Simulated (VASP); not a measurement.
# KH8O4F in VASP: single point with PBE+D3(BJ)

Aim: the single point of KH8O4F with PBE+D3(BJ).

Everything below comes from runs of VASP 6.6.1. Logs are shortened: lines on timing, memory, paths and dates and some standing lists are left out, and cuts for length are marked.

**1. The cell of the first run**

The cell holds a disordered packing, 14 atoms: a = 5.974 Å, b = 5.974 Å, c = 5.974 Å, α = 90.00°, β = 90.00°, γ = 90.00°.

**2. Single point, PBE+D3(BJ)**

Contents of INCAR:

```
SYSTEM = KH8O4F
ALGO     = Normal         ! electronic algorithm
EDIFF    = 1E-6           ! SCF threshold, eV
ENCUT    = 1010           ! plane-wave cutoff, eV
GGA      = PE             ! functional
GGA_COMPAT= .False.      
ISIF     = 2              ! what is computed and relaxed
ISMEAR   = -1             ! smearing method
IVDW     = 12             ! dispersion correction
LASPH    = .True.         ! aspherical terms in the spheres
LCHARG   = .False.        ! write CHGCAR
LREAL    = .False.        ! projectors in reciprocal space
LWAVE    = .False.        ! write WAVECAR
NBANDS   = 37             ! bands
NELM     = 120            ! most SCF steps
PREC     = Accurate       ! precision mode
SIGMA    = 0.05           ! smearing width, eV
```

Contents of KPOINTS:

```
k-points
0
Gamma
  1 1 1
  0 0 0
```

Contents of POSCAR:

```
KH8O4F
1.0
    5.9739610000      0.0000000000      0.0000000000
    0.0000000000      5.9739610000      0.0000000000
    0.0000000000      0.0000000000      5.9739610000
O H K F
4 8 1 1
Direct
    0.1352588448      0.6724807784      0.6307670971
   -0.0443351672      0.1473890249      1.0091646604
    0.4049657702      0.5658099028      0.0239409048
    0.5590820320      0.8558790241      0.4817861232
    0.0163193456      0.7747432874      0.5855405038
    0.1346508248      0.5495446848      0.5097451865
    0.0234320753      0.2311987668      1.1396622137
    0.0467350125      0.0133048261      0.9953897038
    0.3127989175      0.4879287106      0.1395269310
    0.2935072364      0.6124558492     -0.0882252892
    0.4090886984      0.8130388123      0.5372073924
    0.5464990455      0.8254227419      0.3210556489
    0.6968638842      0.3121518802      0.6839878004
    0.1383692801      0.3688417105      0.3408795232
```

Potentials or basis: VASP PAW PBE potentials, release 64 (O_h, H_h, K_sv, F_h).

On the command line:

```console
> cat potpaw_PBE.64/O_h/POTCAR potpaw_PBE.64/H_h/POTCAR potpaw_PBE.64/K_sv/POTCAR potpaw_PBE.64/F_h/POTCAR > POTCAR
> mpirun -np 1 vasp_gam > vasp.out
```

OUTCAR:

```text
SYSTEM = KH8O4F
   EDIFF = 1E-6
   ENCUT = 1010
   GGA = PE
   ISIF = 2
   ISMEAR = -1
   IVDW = 12
   LASPH = .True.
   LREAL = .False.
   NELM = 120
   PREC = Accurate
 IVDW          = 12

 ion  position               nearest neighbor table
   1  0.135  0.672  0.631-   5 0.98   6 1.03
   2  0.956  0.147  0.009-   8 0.97   7 1.01
   3  0.405  0.566  0.024-  10 0.98   9 1.00
   4  0.559  0.856  0.482-  12 0.98  11 0.99
   5  0.016  0.775  0.586-   1 0.98
   6  0.135  0.550  0.510-   1 1.03
   7  0.023  0.231  0.140-   2 1.01
   8  0.047  0.013  0.995-   2 0.97
   9  0.313  0.488  0.140-   3 1.00
  10  0.294  0.612  0.912-   3 0.98
  11  0.409  0.813  0.537-   4 0.99
  12  0.546  0.825  0.321-   4 0.98
  13  0.697  0.312  0.684-
  14  0.138  0.369  0.341-

  LATTYP: Found a simple cubic cell.
 ALAT       =     5.9739610000

  Lattice vectors:

 A1 = (   5.9739610000,   0.0000000000,   0.0000000000)
 A2 = (   0.0000000000,   5.9739610000,   0.0000000000)
 A3 = (   0.0000000000,   0.0000000000,   5.9739610000)

Analysis of symmetry for initial positions (statically):
=====================================================================
 Subroutine PRICEL returns:
 Original cell was already a primitive cell.

 Routine SETGRP: Setting up the symmetry group for a
 simple cubic supercell.

 Subroutine GETGRP returns: Found  1 space group operations
 (whereof  1 operations were pure point group operations)
 out of a pool of 48 trial point group operations.

The static configuration has the point symmetry C_1 .

Analysis of symmetry for dynamics (positions and initial velocities):
=====================================================================
 Subroutine PRICEL returns:
 Original cell was already a primitive cell.

 Routine SETGRP: Setting up the symmetry group for a
 simple cubic supercell.

 Subroutine GETGRP returns: Found  1 space group operations
 (whereof  1 operations were pure point group operations)
 out of a pool of 48 trial point group operations.

The dynamic configuration has the point symmetry C_1 .

 Subroutine INISYM returns: Found  1 space group operations
 (whereof  1 operations are pure point group operations),
 and found     1 'primitive' translations

----------------------------------------------------------------------------------------

                                     Primitive cell

  volume of cell :     213.2000

  direct lattice vectors                    reciprocal lattice vectors
     5.973961000  0.000000000  0.000000000     0.167393125  0.000000000  0.000000000
     0.000000000  5.973961000  0.000000000     0.000000000  0.167393125  0.000000000
     0.000000000  0.000000000  5.973961000     0.000000000  0.000000000  0.167393125

  length of vectors
     5.973961000  5.973961000  5.973961000     0.167393125  0.167393125  0.167393125

  position of ions in fractional coordinates (direct lattice)
     0.135258845  0.672480778  0.630767097
     0.955664833  0.147389025  0.009164660
     0.404965770  0.565809903  0.023940905
     0.559082032  0.855879024  0.481786123
     0.016319346  0.774743287  0.585540504
     0.134650825  0.549544685  0.509745186
     0.023432075  0.231198767  0.139662214
     0.046735013  0.013304826  0.995389704
     0.312798917  0.487928711  0.139526931
     0.293507236  0.612455849  0.911774711
     0.409088698  0.813038812  0.537207392
     0.546499045  0.825422742  0.321055649
     0.696863884  0.312151880  0.683987800
     0.138369280  0.368841710  0.340879523

  ion indices of the primitive-cell ions
   primitive index   ion index
                 1           1
                 2           2
                 3           3
                 4           4
                 5           5
                 6           6
                 7           7
                 8           8
                 9           9
                10          10
                11          11
                12          12
                13          13
                14          14

----------------------------------------------------------------------------------------

 KPOINTS: k-points

Automatic generation of k-mesh.
 Grid dimensions read from file:
 generate k-points for:    1    1    1

 Generating k-lattice:

  Cartesian coordinates                     Fractional coordinates (reciprocal lattice)
     0.167393125  0.000000000  0.000000000     1.000000000  0.000000000  0.000000000
     0.000000000  0.167393125  0.000000000     0.000000000  1.000000000  0.000000000
     0.000000000  0.000000000  0.167393125     0.000000000  0.000000000  1.000000000

  Length of vectors
     0.167393125  0.167393125  0.167393125

  Shift w.r.t. Gamma in fractional coordinates (k-lattice)
     0.000000000  0.000000000  0.000000000

 Subroutine IBZKPT returns following result:
 ===========================================

 Found      1 irreducible k-points:

 Following reciprocal coordinates:
            Coordinates               Weight
  0.000000  0.000000  0.000000      1.000000
   k-points           NKPTS =      1   k-points in BZ     NKDIM =      1   number of bands    NBANDS=     37
   number of dos      NEDOS =    301   number of ions     NIONS =     14
   total plane-waves  NPLWV = 262144
   dimension x,y,z NGX =    64 NGY =   64 NGZ =   64
   dimension x,y,z NGXF=   128 NGYF=  128 NGZF=  128
   ions per type =               4   8   1   1
   NGX,Y,Z   is equivalent  to a cutoff of  17.81, 17.81, 17.81 a.u.
   NGXF,Y,Z  is equivalent  to a cutoff of  35.62, 35.62, 35.62 a.u.
 SYSTEM =  KH8O4F
   PREC   = accura    normal or accurate (medium, high low for compatibility)
   ISTART =      0    job   : 0-new  1-cont  2-samecut
   ICHARG =      2    charge: 1-file 2-atom 10-const
   ISPIN  =      1    spin polarized calculation?
   LNONCOLLINEAR =      F non collinear calculations
   LSORBIT =      F    spin-orbit coupling
   LASPH  =      T    aspherical Exc in radial PAW
   ENCUT  = 1010.0 eV  74.23 Ry    8.62 a.u.  15.48 15.48 15.48*2*pi/ulx,y,z
   NELM   =    120;   NELMIN=  2; NELMDL= -5     # of ELM steps
   EDIFF  = 0.1E-05   stopping-criterion for ELM
   LREAL  =      F    real-space projection
   EDIFFG = 0.1E-04   stopping-criterion for IOM
   NSW    =      0    number of steps for IOM
   IBRION =     -1    ionic relax: 0-MD 1-quasi-New 2-CG
   NFREE  =      0    steps in history (QN), initial steepest desc. (CG)
   ISIF   =      2    stress and relaxation
   ISYM   =      2    0-nonsym 1-usesym 2-fastsym
   POTIM  = 0.5000    time-step for ionic-motion
   TEBEG  =    0.0;   TEEND  =   0.0 temperature during run
   PSTRESS=    0.0 pullay stress
   NELECT =      48.0000    total number of electrons
   NUPDOWN=      -1.0000    fix difference up-down
   EMIN   =  10.00;   EMAX   =-10.00  energy-range for DOS
   EFERMI =   0.00;   METHOD = LEGACY
   ISMEAR =    -1;   SIGMA  =   0.05  broadening in eV -4-tet -1-fermi 0-gaus
   EFERMI_NEDOS =   21; number of points for ismear=-14 and -15
   IALGO  =     38    algorithm
   IMIX   =      4    mixing-type and parameters
     AMIX     =   0.40;   BMIX     =  1.00
     AMIX_MAG =   1.60;   BMIX_MAG =  1.00
  volume/ion in A,a.u.               =      15.23       102.77
  Fermi-wavevector in a.u.,A,eV,Ry     =   0.995924  1.882023 13.495137  0.991865
  Thomas-Fermi vector in A             =   2.127977
   LORBIT       =      0    0 simple, 1 ext, 2 COOP (PROOUT), +10 PAW based schemes
   GGA     = PE    functional components
   LHFCALC =     F    Hartree Fock is set to
   AEXX    =    0.0000 exact exchange contribution
   IVDW    =    12    specifies the selected vdW correction
   LEPSILON=     F    determine dielectric tensor
   LRPA    =     F    only Hartree local field effects (RPA)
 non-spin polarized calculation
  energy-cutoff  :     1010.00
  volume of cell :      213.20
 maximum number of plane-waves:      7758
 NGX is ok and might be reduce to    64
   NGX = 31   NGY = 31   NGZ = 31

 number of electron      48.0000001 magnetization

 Free energy of the ion-electron system (eV)
  ---------------------------------------------------
  ext. energy  EPLUGINS =         0.00000000
  ---------------------------------------------------
  free energy    TOTEN  =       -66.79782323 eV

  energy without entropy =      -66.79782323  energy(sigma->0) =      -66.79782323

 E-fermi :  -2.7842     XC(G=0):  -6.0794

 val. band max:       -3.9882881354   @ k =   0.0000   0.0000   0.0000
 cond. band min:       0.5120649831   @ k =   0.0000   0.0000   0.0000
 fundamental gap:      4.5003531185
 Fermi energy:        -2.7841914599

 k-point     1 :       0.0000    0.0000    0.0000
  band No.  band energies     occupation
      1     -31.6226      2.00000
      2     -23.5164      2.00000
      3     -22.3031      2.00000
      4     -22.0047      2.00000
      5     -21.8027      2.00000
      6     -21.5813      2.00000
      7     -15.1231      2.00000
      8     -15.0886      2.00000
      9     -15.0667      2.00000
     10     -10.1649      2.00000
     11      -9.9135      2.00000
     12      -9.6923      2.00000
     13      -9.4395      2.00000
     14      -7.2911      2.00000
     15      -6.7810      2.00000
     16      -6.5224      2.00000
     17      -6.0984      2.00000
     18      -4.8148      2.00000
     19      -4.5992      2.00000
     20      -4.5429      2.00000
     21      -4.5026      2.00000
     22      -4.3802      2.00000
     23      -4.1722      2.00000
     24      -3.9883      2.00000
     25       0.5121      0.00000
     26       3.9375      0.00000
     27       4.2410      0.00000
     28       4.3511      0.00000
     29       4.5541      0.00000
     30       5.0990      0.00000
     31       5.4883      0.00000
     32       5.7617      0.00000
     33       5.9392      0.00000
     34       6.1766      0.00000
     35       6.7405      0.00000
     36       7.1635      0.00000
 [bands above 36 left out]

------------------------ aborting loop because EDIFF is reached ----------------------------------------

 Edisp (eV)   -0.50964

 E8    (eV) :    -0.1492

  FORCE on cell =-STRESS in cart. coord.  units (eV):
  Direction    XX          YY          ZZ          XY          YZ          ZX
  --------------------------------------------------------------------------------------
  -------------------------------------------------------------------------------------
  Total      -2.45746    -1.77478    -2.99963    -0.19169    -0.64313    -0.14090
  in kB     -18.46754   -13.33734   -22.54190    -1.44053    -4.83310    -1.05888
  external pressure =      -18.12 kB  Pullay stress =        0.00 kB

 VOLUME and BASIS-vectors are now :
 -----------------------------------------------------------------------------
  energy-cutoff  :     1010.00
  volume of cell :      213.20
      direct lattice vectors                 reciprocal lattice vectors
     5.973961000  0.000000000  0.000000000     0.167393125  0.000000000  0.000000000
     0.000000000  5.973961000  0.000000000     0.000000000  0.167393125  0.000000000
     0.000000000  0.000000000  5.973961000     0.000000000  0.000000000  0.167393125

 POSITION                                       TOTAL-FORCE (eV/Angst)
 -----------------------------------------------------------------------------------
      0.80803      4.01737      3.76818        -0.142499      0.161259     -0.091993
      5.70910      0.88050      0.05475         0.148173     -0.008070      0.175262
      2.41925      3.38013      0.14302        -0.236119     -0.017681     -0.037560
      3.33993      5.11299      2.87817        -0.136081     -0.026377     -0.183310
      0.09749      4.62829      3.49800         0.139944     -0.117026      0.080225
      0.80440      3.28296      3.04520         0.011814     -0.031582      0.011027
      0.13998      1.38117      0.83434        -0.079734     -0.103126     -0.177913
      0.27919      0.07948      5.94642        -0.088213      0.115821      0.056885
      1.86865      2.91487      0.83353         0.085541      0.060842     -0.079494
      1.75340      3.65879      5.44691         0.173323     -0.086910      0.086555
      2.44388      4.85706      3.20926         0.089117     -0.020642      0.010840
      3.26476      4.93104      1.91797         0.073423      0.020427      0.180272
      4.16304      1.86478      4.08612        -0.056946      0.044987      0.015508
      0.82661      2.20345      2.03640         0.018258      0.008078     -0.046305
 -----------------------------------------------------------------------------------
    total drift:                                0.002087     -0.000374      0.000777

  FREE ENERGIE OF THE ION-ELECTRON SYSTEM (eV)
  ---------------------------------------------------
  free  energy   TOTEN  =       -67.3074648134 eV

  energy  without entropy=      -67.3074648133  energy(sigma->0) =      -67.30746481
```

It took 23 s on 1 thread of Intel Xeon 6975P-C (Granite Rapids), shared host; peak memory 0.55 GiB.

Results:

| Property | Result |
| --- | --- |
| Free energy | -67.3075 eV |
| Pressure | -1.8 GPa |
| Largest force | 0.240 eV/Å |
| Dispersion energy per atom | -0.036 eV |

Forces in eV/Å, atoms in the order of the input:
```
O   -0.142  0.161 -0.092
O    0.148 -0.008  0.175
O   -0.236 -0.018 -0.038
O   -0.136 -0.026 -0.183
H    0.140 -0.117  0.080
H    0.012 -0.032  0.011
H   -0.080 -0.103 -0.178
H   -0.088  0.116  0.057
H    0.086  0.061 -0.079
H    0.173 -0.087  0.087
H    0.089 -0.021  0.011
H    0.073  0.020  0.180
K   -0.057  0.045  0.016
F    0.018  0.008 -0.046
```

Caveat: the k points lie up to 1.05 Å⁻¹ apart, too coarse for converged energies, forces and pressures.
